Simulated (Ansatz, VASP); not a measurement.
Two plane-wave programs on Li4Al2Mo

Contents of INCAR:

```
SYSTEM = Li4Al2Mo
ALGO = Fast
EDIFF = 1E-6
ENCUT = 520
GGA = PE
ISIF = 2
ISMEAR = 0
ISPIN = 2
LASPH = .TRUE.
LCHARG = .FALSE.
LMAXMIX = 4
LORBIT = 11
LREAL = .FALSE.
LWAVE = .FALSE.
MAGMOM = 0 0 0 0 0 0 1
NBANDS = 29
NELM = 150
PREC = Accurate
SIGMA = 0.1
```

KPOINTS

```
k-points
0
G
  6 6 4
  0 0 0
```

The input POSCAR:

```
Li4Al2Mo
1.0
    5.1065192237      0.0000000000      0.0000000000
   -2.5532596119      4.4223753727      0.0000000000
    0.0000000000      0.0000000000      4.7950817764
Li Al Mo
4 2 1
Direct
    0.5000000000      0.0000000000      0.0000000000
    0.0000000000      0.5000000000      0.0000000000
    0.5000000000      0.5000000000      0.0000000000
    0.0000000000      0.0000000000      0.5000000000
    0.3333333333      0.6666666667      0.5000000000
    0.6666666667      0.3333333333      0.5000000000
    0.0000000000      0.0000000000      0.0000000000
```

Input for Ansatz:

```yaml
crystal:
  lattice:
    - [5.1065192237, 0.0, 0.0]
    - [-2.5532596119, 4.4223753727, 0.0]
    - [0.0, 0.0, 4.7950817764]
  atoms:
    - { symbol: Li, position: [0.5, 0.0, 0.0] }
    - { symbol: Li, position: [0.0, 0.5, 0.0] }
    - { symbol: Li, position: [0.5, 0.5, 0.0] }
    - { symbol: Li, position: [0.0, 0.0, 0.5] }
    - { symbol: Al, position: [0.3333333333, 0.6666666667, 0.5] }
    - { symbol: Al, position: [0.6666666667, 0.3333333333, 0.5] }
    - { symbol: Mo, position: [0.0, 0.0, 0.0], spin: 1.0 }
basis:
  ecutwfc: 420
kpoints:
  mp_grid: { grid: [6, 6, 4] }
hamiltonian:
  xc: pbe
scf:
  occupations: { method: gaussian, width: 0.1 }
  lower_state_search: "off"
output:
  forces: true
  stress: true
  eigenvalues: true
  populations: true
magnetization:
  spin_polarized: true
```

Alike in both runs: task single point; functional PBE; k mesh 6 × 6 × 4; occupations gaussian, width 0.1 eV; collinear spin.

```csv
,VASP,Ansatz
version,VASP 6.6.1,Ansatz 0.2.0
potentials or method,"VASP PAW PBE potentials, release 64 (Li_sv, Al, Mo_sv), cutoff 520 eV","scalar-relativistic, plane waves, PAW"
valence electrons in the cell,32,32
```

```csv
,VASP,Ansatz,Ansatz less VASP
gap on the k mesh at the Fermi level (eV),none,none,-
net moment per atom (μB),0.18,0.18,0.000
size of the moment on the site where the two differ most (μB),1.13,0.85,-0.284
```

Site moments also hang on the region over which each program counts them. A gap of «none» marks a metal or a gap that the smearing closes.

Noted on VASP's run: the cutoff is short for stress, so the pressure is rough.
